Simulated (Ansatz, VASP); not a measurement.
# SiNi: VASP beside Ansatz

```
CELL_PARAMETERS angstrom
5.09809 0.00000 0.00000
0.00000 3.34998 0.00000
0.00000 0.00000 5.57377
ATOMIC_POSITIONS crystal
Si 0.32155 0.75000 0.08349
Si 0.17845 0.25000 0.58349
Si 0.82155 0.75000 0.41651
Si 0.67845 0.25000 0.91651
Ni 0.00779 0.25000 0.18904
Ni 0.49221 0.75000 0.68904
Ni 0.50779 0.25000 0.31096
Ni 0.99221 0.75000 0.81096
```

Alike in both runs: functional r2SCAN; k mesh 8 × 10 × 6; occupations gaussian, width 0.05 eV; no spin polarisation.

Ansatz relaxed the structure, and its values are those at the end. VASP's run is a single point on that final structure, the one shown.

|  | VASP | Ansatz |
| --- | --- | --- |
| version | VASP 6.6.1 | Ansatz 0.2.0 |
| potentials or method | VASP PAW PBE potentials, release 64 (Si, Ni), cutoff 520 eV | scalar-relativistic, plane waves, PAW |
| valence electrons in the cell | 56 | 88 |

Ansatz gave:

| Quantity | Value |
| --- | --- |
| gap on the k mesh at the Fermi level (eV) | none |
| pressure (GPa) | 0.0 |
| rms of the force components (eV/Å) | 0.002 |

**Question.** What did VASP give for the same quantities?

**Answer.** gap on the k mesh at the Fermi level (eV): none; pressure (GPa): 0.0; rms of the force components (eV/Å): 0.006.

VASP's potentials were made for PBE, not for r2SCAN. A gap of «none» marks a metal or a gap that the smearing closes. The functional is the same, so the differences come from potentials, cutoffs and numerics. VASP's potentials hold 56 valence electrons a cell and Ansatz's 88, so a difference there can come from the potentials and not from the codes.
